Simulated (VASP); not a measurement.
# TiO2 (C2/m) in VASP: further runs, part 2 of 2

VASP 6.6.1.

**3. Single point, PBEsol**

This run uses another cell than the first one, of 11.81 Å³/atom, 0.986 times its volume.

INCAR reads:

```
PREC = Accurate
ENCUT = 520
EDIFF = 1E-7
ISMEAR = -1
SIGMA = 0.05
LREAL = False
LASPH = True
NELM = 100
ALGO = Normal
ISIF = 2
LWAVE = False
LCHARG = False
GGA = PS
NBANDS = 60
```

KPOINTS reads:

```
regular mesh
0
Gamma
  6 6 3
```

POSCAR reads:

```
TiO2
1.0
    6.0798646722     -1.8650547764      0.0002161995
    6.0798646722      1.8650547764      0.0002161995
   -1.9050046976      0.0000000000      6.2489326404
Ti O
4 8
Direct
    0.8990779524      0.8990779524      0.2914940498
    0.1950794872      0.1950794872      0.2836574719
    0.1009220476      0.1009220476      0.7085059502
    0.8049205128      0.8049205128      0.7163425281
    0.3617769392      0.3617769392      0.2949396605
    0.2637877043      0.2637877043      0.6518064987
    0.8661706555      0.8661706555      0.9965493784
    0.7362122957      0.7362122957      0.3481935013
    0.9417166889      0.9417166889      0.6301153267
    0.1338293445      0.1338293445      0.0034506216
    0.6382230608      0.6382230608      0.7050603395
    0.0582833111      0.0582833111      0.3698846733
```

Potentials or basis: VASP PAW PBE potentials, release 64 (Ti_sv, O).

Started as:

```sh
> cat potpaw_PBE.64/Ti_sv/POTCAR potpaw_PBE.64/O/POTCAR > POTCAR
> mpirun -np 1 vasp_std > vasp.out
```

OUTCAR:

```text
PREC = Accurate
   ENCUT = 520
   EDIFF = 1E-7
   ISMEAR = -1
   LREAL = False
   LASPH = True
   NELM = 100
   ISIF = 2
   GGA = PS

 ion  position               nearest neighbor table
   1  0.899  0.899  0.291-   7 1.85  12 1.85   5 1.92   5 1.92   8 2.12   9 2.12
   2  0.195  0.195  0.284-  10 1.76  12 1.91   8 1.95   8 1.95   5 2.01   6 2.30
   3  0.101  0.101  0.709-  10 1.85   9 1.85  11 1.92  11 1.92   6 2.12  12 2.12
   4  0.805  0.805  0.716-   7 1.76   9 1.91   6 1.95   6 1.95  11 2.01   8 2.30
   5  0.362  0.362  0.295-   1 1.92   1 1.92   2 2.01
   6  0.264  0.264  0.652-   4 1.95   4 1.95   3 2.12   2 2.30
   7  0.866  0.866  0.997-   4 1.76   1 1.85
   8  0.736  0.736  0.348-   2 1.95   2 1.95   1 2.12   4 2.30
   9  0.942  0.942  0.630-   3 1.85   4 1.91   1 2.12
  10  0.134  0.134  0.003-   2 1.76   3 1.85
  11  0.638  0.638  0.705-   3 1.92   3 1.92   4 2.01
  12  0.058  0.058  0.370-   1 1.85   2 1.91   3 2.12

  LATTYP: Found a base centered monoclinic cell.
 ALAT       =    12.1597293521
 B/A-ratio  =     0.3067592579
 C/A-ratio  =     0.5372533707
 COS(beta)  =    -0.2915696607

[... 1715 lines left out ...]
     59       7.5244      0.00000
     60       7.6545      0.00000

 [... further k-points ...]

------------------------ aborting loop because EDIFF is reached ----------------------------------------

  FORCE on cell =-STRESS in cart. coord.  units (eV):
  Direction    XX          YY          ZZ          XY          YZ          ZX
  --------------------------------------------------------------------------------------
  -------------------------------------------------------------------------------------
  Total        0.5588284      0.5015848      0.6660735      0.0000000      0.0000000      0.0366751
  in kB        6.3177576      5.6705984      7.5302032      0.0000000      0.0000000      0.4146251
  external PRESSURE =       6.5061864 kB  Pullay stress =       0.0000000 kB

 VOLUME and BASIS-vectors are now :
 -----------------------------------------------------------------------------
  energy-cutoff  :      520.00
  volume of cell :      141.72
      direct lattice vectors                 reciprocal lattice vectors
     6.079864672 -1.865054776  0.000216199     0.082237781 -0.268088641  0.025070419
     6.079864672  1.865054776  0.000216199     0.082237781  0.268088641  0.025070419
    -1.905004698  0.000000000  6.248932640    -0.000005690  0.000000000  0.160025594

 POSITION                                       TOTAL-FORCE (eV/Angst)
 -----------------------------------------------------------------------------------
     10.37725      0.00000      1.82192        -0.018478      0.000000      0.022823
      1.83174      0.00000      1.77264        -0.000827      0.000000      0.079299
     -0.12252      0.00000      4.42745         0.018478      0.000000     -0.022823
      8.42298      0.00000      4.47672         0.000827      0.000000     -0.079299
      3.83725      0.00000      1.84321         0.012575      0.000000     -0.000919
      1.96589      0.00000      4.07321         0.005113      0.000000     -0.012164
      8.63397      0.00000      6.22774         0.016832      0.000000      0.049876
      8.28883      0.00000      2.17616        -0.005113      0.000000      0.012164
     10.25065      0.00000      3.93796        -0.023579      0.000000     -0.007587
      1.62076      0.00000      0.02162        -0.016832      0.000000     -0.049876
      6.41748      0.00000      4.40615        -0.012575      0.000000      0.000919
      0.00408      0.00000      2.31141         0.023579      0.000000      0.007587
 -----------------------------------------------------------------------------------
    total drift:                                0.000000      0.000000     -0.000000

  FREE ENERGIE OF THE ION-ELECTRON SYSTEM (eV)
  ---------------------------------------------------
  free  energy   TOTEN  =      -112.4181201607 eV

  energy  without entropy=     -112.4181201607  energy(sigma->0) =     -112.41812016
```

OSZICAR:

```text
N       E                     dE             d eps       ncg     rms          rms(c)
DAV:   1     0.151676134234E+04    0.15168E+04   -0.48065E+04  4128   0.187E+03
DAV:   2     0.172199321852E+03   -0.13446E+04   -0.12746E+04  4164   0.580E+02
DAV:   3    -0.120357452146E+03   -0.29256E+03   -0.28220E+03  5260   0.240E+02
[... 12 lines left out ...]
DAV:  16    -0.112418117888E+03   -0.45144E-05   -0.29898E-05  5584   0.322E-02    0.616E-03
DAV:  17    -0.112418119225E+03   -0.13373E-05   -0.56574E-06  5780   0.133E-02    0.561E-03
DAV:  18    -0.112418120321E+03   -0.10955E-05   -0.59428E-06  5788   0.138E-02    0.477E-03
DAV:  19    -0.112418120206E+03    0.11499E-06   -0.98205E-07  4720   0.632E-03    0.171E-03
DAV:  20    -0.112418120161E+03    0.44907E-07   -0.28125E-07  3264   0.287E-03
   1 F= -.11241812E+03 E0= -.11241812E+03  d E =-.506934E-11
```

stdout:

```text
POSCAR found type information on POSCAR TiO
 POSCAR found :  2 types and      12 ions
 scaLAPACK will be used
 -----------------------------------------------------------------------------
|                                                                             |
|                                                                             |
|     You enforced a specific xc type in the INCAR file but a different       |
|     I HOPE YOU KNOW WHAT YOU ARE DOING!                                     |
|                                                                             |
 -----------------------------------------------------------------------------

 LDA part: xc-table for (Slater+PW92), standard interpolation
 POSCAR, INCAR and KPOINTS ok, starting setup
 FFT: planning ... GRIDC
 FFT: planning ... GRID_SOFT
 FFT: planning ... GRID
 WAVECAR not read
 entering main loop
```

Run time: 5.7 min. Hardware: 1 thread of AMD EPYC 9R45 (Zen 5), shared host; peak memory 0.41 GiB.

What came out:

```
Free energy            : -112.4181 eV
Pressure               : 0.7 GPa
Largest force          : 0.079 eV/Å
Band gap on the k mesh : 2.82 eV, indirect (least direct gap 2.99 eV)
```

Forces in eV/Å, atoms in the order of the input:
```
Ti  -0.018  0.000  0.023
Ti  -0.001  0.000  0.079
Ti   0.018  0.000 -0.023
Ti   0.001  0.000 -0.079
O    0.013  0.000 -0.001
O    0.005  0.000 -0.012
O    0.017  0.000  0.050
O   -0.005  0.000  0.012
O   -0.024  0.000 -0.008
O   -0.017  0.000 -0.050
O   -0.013  0.000  0.001
O    0.024  0.000  0.008
```

Caveat: the PAW data sets were made with another functional, which shifts forces and pressure a little. A k mesh can miss the band edges.

**4. Single point, PBE+D3(BJ)**

INCAR reads:

```
SYSTEM = TiO2
ALGO = Normal ; EDIFF = 1E-7
ENCUT = 520 ; GGA = PE
ISIF = 2 ; ISMEAR = -1
IVDW = 12 ; LASPH = .True.
LCHARG = .False. ; LREAL = .False.
LWAVE = .False. ; NBANDS = 60
NELM = 100 ; PREC = Accurate
SIGMA = 0.05
```

KPOINTS reads:

```
k-points
0
Gamma
  8 8 4
  0 0 0
```

POSCAR reads:

```
TiO2
1.0
    6.1032558914     -1.8677851186     -0.0085868474
    6.1032558914      1.8677851186     -0.0085868474
   -1.9213886785      0.0000000000      6.3028018974
Ti O
4 8
Direct
    0.8993865975      0.8993865975      0.2900378197
    0.1938004578      0.1938004578      0.2815490149
    0.1006134025      0.1006134025      0.7099621803
    0.8061995422      0.8061995422      0.7184509851
    0.3614916973      0.3614916973      0.2930532071
    0.2647416450      0.2647416450      0.6541777479
    0.8685039979      0.8685039979      0.9967899655
    0.7352583550      0.7352583550      0.3458222521
    0.9416650150      0.9416650150      0.6295056342
    0.1314960021      0.1314960021      0.0032100345
    0.6385083027      0.6385083027      0.7069467929
    0.0583349850      0.0583349850      0.3704943658
```

Started as:

```sh
> cat potpaw_PBE.64/Ti_sv/POTCAR potpaw_PBE.64/O/POTCAR > POTCAR
> mpirun -np 1 vasp_std > vasp.out
```

Run time: 10 min. Hardware: 1 thread of Intel Xeon 6975P-C (Granite Rapids), shared host; peak memory 0.64 GiB.

The run converged. Its results:

```yaml
Free_energy: -110.3359 eV
Pressure: 0.6 GPa
Largest_force: 0.079 eV/Å
Band_gap_on_the_k_mesh: 2.79 eV, indirect (least direct gap 2.98 eV)
Dispersion_energy_per_atom: -0.214 eV
```

Forces in eV/Å, atoms in the order of the input:
```
Ti  -0.023  0.000  0.028
Ti   0.004  0.000  0.079
Ti   0.023  0.000 -0.028
Ti  -0.004  0.000 -0.079
O    0.008  0.000 -0.002
O    0.001  0.000 -0.016
O    0.016  0.000  0.045
O   -0.001  0.000  0.016
O   -0.023  0.000 -0.013
O   -0.016  0.000 -0.045
O   -0.008  0.000  0.002
O    0.023  0.000  0.013
```

Stress tensor (GPa, compression positive):
```
0.60 0.00 0.05
0.00 0.58 0.00
0.05 0.00 0.69
```

Levels at points of the mesh, in eV from the valence-band top:
```
           k point  band 46  band 47  band 48  band 49  band 50  band 51
(0.00, 0.00, 0.00)    -0.73    -0.34    -0.20     2.79     3.15     3.37
(0.50, 0.00, 0.00)    -0.48    -0.22    -0.14     3.18     3.24     3.68
(0.50, 0.50, 0.00)    -0.62    -0.40    -0.13     2.94     2.99     3.50
(0.00, 0.00, 0.50)    -0.65    -0.60    -0.43     2.92     3.18     3.35
(0.50, 0.00, 0.50)    -0.53    -0.09    -0.01     3.23     3.28     3.53
(0.50, 0.50, 0.50)    -0.40    -0.22    -0.22     3.07     3.17     3.32
```

A k mesh can miss the band edges. As with any semilocal functional, this PBE gap is likely too small.

**5. Summary**

| level | cell | k mesh | gap on the mesh (eV) | pressure (GPa) | largest force (eV/Å) |
| --- | --- | --- | --- | --- | --- |
| PBE | a = 6.435, b = 6.435, c = 6.495 Å, angles 106.5, 106.5, 34.0°, 12 atoms | 6 × 6 × 3 | 2.82 | 3.8 | 0.87 |
| PBEsol | a = 6.359, b = 6.359, c = 6.533 Å, angles 106.2, 106.2, 34.1°, 12 atoms | 6 × 6 × 3 | 2.82 | 0.7 | 0.08 |
| PBE+D3(BJ) | a = 6.383, b = 6.383, c = 6.589 Å, angles 106.3, 106.3, 34.0°, 12 atoms | 8 × 8 × 4 | 2.79 | 0.6 | 0.08 |

Alike in all rows: task single point; potentials or basis VASP PAW PBE potentials, release 64 (Ti_sv, O); no spin polarisation; cutoff (eV) 520; smearing fermi-dirac 0.05 eV.

Caveats: the PAW data sets were made with another functional, which shifts forces and pressure a little (some runs).

Absolute energies hang on the potentials; compare differences alone.
